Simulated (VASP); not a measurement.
# PAu3Se3 (P1) in VASP: single point with PBEsol

Aim: the single point of PAu3Se3 with PBEsol.

Everything below comes from runs of VASP 6.6.1. Logs are shortened: lines on timing, memory, paths and dates and some standing lists are left out, and cuts for length are marked.

**1. The cell of the first run**

The typed cell holds 14 atoms: a = 7.204 Å, b = 6.914 Å, c = 7.064 Å, α = 102.94°, β = 105.22°, γ = 106.58°.

**2. Single point, PBEsol**

The input, INCAR:

```
ALGO = Fast ; EDIFF = 1E-6
ENCUT = 520 ; GGA = PS
ISIF = 2 ; ISMEAR = -1
LASPH = True ; LCHARG = False
LREAL = False ; LWAVE = False
NBANDS = 69 ; NELM = 100
PREC = Accurate ; SIGMA = 0.1
```

The input, KPOINTS:

```
Automatic mesh
0
Gamma
  3 3 3
  0.5 0 0.5
```

The input, POSCAR:

```
PAu3Se3
1.0
    5.7502729200      3.2748687900      2.8467876000
   -5.5662797700      3.0439388100      2.7487510000
   -0.1079953900     -6.4305034900      2.9225506500
P Au Se
2 6 6
Direct
    0.9793550000      0.9648800000      0.9675420000
    0.4810240000      0.4994840000      0.4624870000
    0.4779630000      0.2723510000      0.9590810000
    0.9225270000      0.4478130000      0.2869760000
    0.2608940000      0.9165610000      0.4611960000
    0.4294520000      0.7789910000      0.9922610000
    0.7971610000      0.9635550000      0.4453320000
    0.9797260000      0.4107240000      0.7748000000
    0.5720840000      0.2642930000      0.2906020000
    0.2627570000      0.6181850000      0.2745650000
    0.2390010000      0.2830130000      0.5946970000
    0.7366530000      0.7331650000      0.0786450000
    0.7847060000      0.1332000000      0.7837530000
    0.0810910000      0.7313170000      0.7404390000
```

Potentials or basis: VASP PAW PBE potentials, release 64 (P, Au, Se).

Run with:

```console
$ cat potpaw_PBE.64/P/POTCAR potpaw_PBE.64/Au/POTCAR potpaw_PBE.64/Se/POTCAR > POTCAR
$ mpirun -np 1 vasp_std > vasp.out
```

OUTCAR:

```text
EDIFF = 1E-6
   ENCUT = 520
   GGA = PS
   ISIF = 2
   ISMEAR = -1
   LASPH = True
   LREAL = False
   NELM = 100
   PREC = Accurate

 ion  position               nearest neighbor table
   1  0.979  0.965  0.968-  13 2.38  14 2.42  12 2.43
   2  0.481  0.499  0.462-   9 2.17  10 2.24  11 2.48
   3  0.478  0.272  0.959-   9 2.28  11 2.73  12 2.99  13 3.08   4 3.12   6 3.40   5 3.45   6 3.58

   4  0.923  0.448  0.287-  10 2.43   9 2.49  14 3.07  12 3.10   3 3.12   5 3.18   8 3.44
   5  0.261  0.917  0.461-  10 2.19  11 2.56  14 2.96   4 3.18   7 3.42   3 3.45
   6  0.429  0.779  0.992-  12 2.27  14 2.55  10 2.85   8 3.20   7 3.27   3 3.40   3 3.58
   7  0.797  0.964  0.445-  13 2.45  12 2.57  11 3.05   8 3.09   9 3.19   6 3.27   5 3.42
   8  0.980  0.411  0.775-  13 2.05  14 2.22  11 2.75   7 3.09   6 3.20   4 3.44
   9  0.572  0.264  0.291-   2 2.17   3 2.28   4 2.49   7 3.19
  10  0.263  0.618  0.275-   5 2.19   2 2.24   4 2.43   6 2.85
  11  0.239  0.283  0.595-   2 2.48   5 2.56   3 2.73   8 2.75   7 3.05
  12  0.737  0.733  0.079-   6 2.27   1 2.43   7 2.57   3 2.99   4 3.10
  13  0.785  0.133  0.784-   8 2.05   1 2.38   7 2.45   3 3.08
  14  0.081  0.731  0.740-   8 2.22   1 2.42   6 2.55   5 2.96   4 3.07

  LATTYP: Found a triclinic cell.
 ALAT       =     8.6647902414
 B/A-ratio  =     1.5188114891
 C/A-ratio  =     1.8061412980
 COS(alpha) =     0.0087368911
 COS(beta)  =     0.4521714157
 COS(gamma) =     0.8789965106

  Lattice vectors:

 A1 = (  -5.6422775300,   3.1556347000,  -5.7693382500)
 A2 = ( -11.2085573000,   6.1995735100,  -3.0205872500)
 A3 = (   5.5982774000,   3.4982605700, -14.1893909000)

Analysis of symmetry for initial positions (statically):
=====================================================================
 Subroutine PRICEL returns:
 Original cell was already a primitive cell.

 Routine SETGRP: Setting up the symmetry group for a
 triclinic supercell.

 Subroutine GETGRP returns: Found  1 space group operations
 (whereof  1 operations were pure point group operations)
 out of a pool of  2 trial point group operations.

The static configuration has the point symmetry C_1 .

Analysis of symmetry for dynamics (positions and initial velocities):
[... 134 lines left out ...]
   PSTRESS=    0.0 pullay stress
   NELECT =     112.0000    total number of electrons
   NUPDOWN=      -1.0000    fix difference up-down
   EMIN   =  10.00;   EMAX   =-10.00  energy-range for DOS
   EFERMI =   0.00;   METHOD = LEGACY
   ISMEAR =    -1;   SIGMA  =   0.10  broadening in eV -4-tet -1-fermi 0-gaus
   EFERMI_NEDOS =   21; number of points for ismear=-14 and -15
   IALGO  =     68    algorithm
   IMIX   =      4    mixing-type and parameters
     AMIX     =   0.40;   BMIX     =  1.00
     AMIX_MAG =   1.60;   BMIX_MAG =  1.00
  volume/ion in A,a.u.               =      22.00       148.43
  Fermi-wavevector in a.u.,A,eV,Ry     =   1.168591  2.208317 18.580185  1.365605
  Thomas-Fermi vector in A             =   2.305076
   LORBIT       =      0    0 simple, 1 ext, 2 COOP (PROOUT), +10 PAW based schemes
   GGA     = PS    functional components
   LHFCALC =     F    Hartree Fock is set to
   AEXX    =    0.0000 exact exchange contribution
   IVDW    =     0    specifies the selected vdW correction
   LEPSILON=     F    determine dielectric tensor
   LRPA    =     F    only Hartree local field effects (RPA)
 non-spin polarized calculation
 RMM-DIIS sequential band-by-band and
  energy-cutoff  :      520.00
  volume of cell :      307.93
 maximum number of plane-waves:      8308
 NGX is ok and might be reduce to    54
   NGX = 27   NGY = 25   NGZ = 27

 number of electron     112.0000001 magnetization

 Free energy of the ion-electron system (eV)
  ---------------------------------------------------
  ext. energy  EPLUGINS =         0.00000000
  ---------------------------------------------------
  free energy    TOTEN  =       -53.35223410 eV

  energy without entropy =      -53.34299666  energy(sigma->0) =      -53.34761538

 E-fermi :   5.4509     XC(G=0): -10.4024

 val. band max:        5.0329503820   @ k =   0.1667  -0.0000   0.1667
 cond. band min:       5.7823616328   @ k =   0.5000  -0.0000   0.5000
 fundamental gap:      0.7494112508
 Fermi energy:         5.4509093956

 k-point     1 :       0.1667   -0.0000    0.1667
  band No.  band energies     occupation
      1     -10.3492      2.00000
      2      -9.9803      2.00000
      3      -9.2582      2.00000
      4      -8.8500      2.00000
      5      -8.5434      2.00000
      6      -8.1727      2.00000
[... 983 lines left out ...]
     67       9.1614      0.00000
     68       9.5678      0.00000
 [bands above 68 left out]

------------------------ aborting loop because EDIFF is reached ----------------------------------------

  FORCE on cell =-STRESS in cart. coord.  units (eV):
  Direction    XX          YY          ZZ          XY          YZ          ZX
  --------------------------------------------------------------------------------------
  -------------------------------------------------------------------------------------
  Total       13.4392103     17.9716038     19.3270490     -4.8575923      8.7864916     -6.5958547
  in kB       69.9245188     93.5066658    100.5590785    -25.2741641     45.7163168    -34.3183831
  external PRESSURE =      87.9967544 kB  Pullay stress =       0.0000000 kB

 VOLUME and BASIS-vectors are now :
 -----------------------------------------------------------------------------
  energy-cutoff  :      520.00
  volume of cell :      307.93
      direct lattice vectors                 reciprocal lattice vectors
     5.750272920  3.274868790  2.846787600     0.086291509  0.051864961  0.117307428
    -5.566279770  3.043938810  2.748751000    -0.090530526  0.055573643  0.118933652
    -0.107995390 -6.430503490  2.922550650     0.001092292 -0.102789197  0.116039622

 POSITION                                       TOTAL-FORCE (eV/Angst)
 -----------------------------------------------------------------------------------
      0.15628     -0.07749      8.26792         0.122413     -0.522530      0.773303
     -0.06419      0.12166      4.09397        -0.755281     -1.693545      2.410338
      1.12886     -3.77309      4.91225        -0.991188      1.988201     -1.999332
      2.78114      2.53887      4.69587        -0.071082     -0.310015     -0.278152
     -3.65143      0.67863      4.60998        -3.262240     -0.339563      2.674910
     -1.97378     -2.60314      6.26374        -2.021097      0.239593     -1.295195
     -0.82762      2.67989      6.21943         0.502238      0.394343     -0.899114
      3.26381     -0.52366      6.18244        -0.408179      3.433523      3.682342
      1.78713      0.80927      3.20438         1.744976     -0.907016     -0.342268
     -1.95972      0.97662      3.24968         2.347209      0.889542     -3.032022
     -0.26523     -2.18003      3.19635         1.785345      0.657474      0.316208
      0.14646      4.13842      4.34223         1.539930      0.810356      1.572764
      3.68620     -2.06466      4.89058         2.404070     -6.862874     -5.994781
     -3.68438     -2.26975      4.40503        -2.937115      2.222511      2.410999
 -----------------------------------------------------------------------------------
    total drift:                               -0.000559      0.000072      0.001674

  FREE ENERGIE OF THE ION-ELECTRON SYSTEM (eV)
  ---------------------------------------------------
  free  energy   TOTEN  =       -53.3522340986 eV

  energy  without entropy=      -53.3429966567  energy(sigma->0) =      -53.34761538
```

stdout:

```text
POSCAR found type information on POSCAR P AuSe
 POSCAR found :  3 types and      14 ions
 scaLAPACK will be used
 -----------------------------------------------------------------------------
|                                                                             |
|                                                                             |
|     You enforced a specific xc type in the INCAR file but a different       |
|     I HOPE YOU KNOW WHAT YOU ARE DOING!                                     |
|                                                                             |
 -----------------------------------------------------------------------------

 LDA part: xc-table for (Slater+PW92), standard interpolation
 POSCAR, INCAR and KPOINTS ok, starting setup
 FFT: planning ... GRIDC
 FFT: planning ... GRID_SOFT
 FFT: planning ... GRID
 WAVECAR not read
 entering main loop
```

Wall time 6.1 min (1 thread of Intel Xeon Platinum 8488C (Sapphire Rapids), shared host); peak memory 0.54 GiB.

Results:

* Free energy: -53.3522 eV
* Pressure: 8.8 GPa
* Largest force: 9.424 eV/Å
* Band gap on the k mesh: 0.75 eV (least direct gap 0.98 eV)

Forces in eV/Å, atoms in the order of the input:
```
P    0.122 -0.523  0.773
P   -0.755 -1.694  2.410
Au  -0.991  1.988 -1.999
Au  -0.071 -0.310 -0.278
Au  -3.262 -0.340  2.675
Au  -2.021  0.240 -1.295
Au   0.502  0.394 -0.899
Au  -0.408  3.434  3.682
Se   1.745 -0.907 -0.342
Se   2.347  0.890 -3.032
Se   1.785  0.657  0.316
Se   1.540  0.810  1.573
Se   2.404 -6.863 -5.995
Se  -2.937  2.223  2.411
```

Stress tensor (GPa, compression positive):
```
 6.99 -2.53 -3.43
-2.53  9.35  4.57
-3.43  4.57 10.06
```

Caveat: the cell stands under pressure; the PAW data sets were made with another functional, which shifts forces and pressure a little; spin-orbit coupling is left out, which moves the levels of the heavy elements; a shifted mesh leaves out Γ, where band edges can lie. A k mesh can miss the band edges.
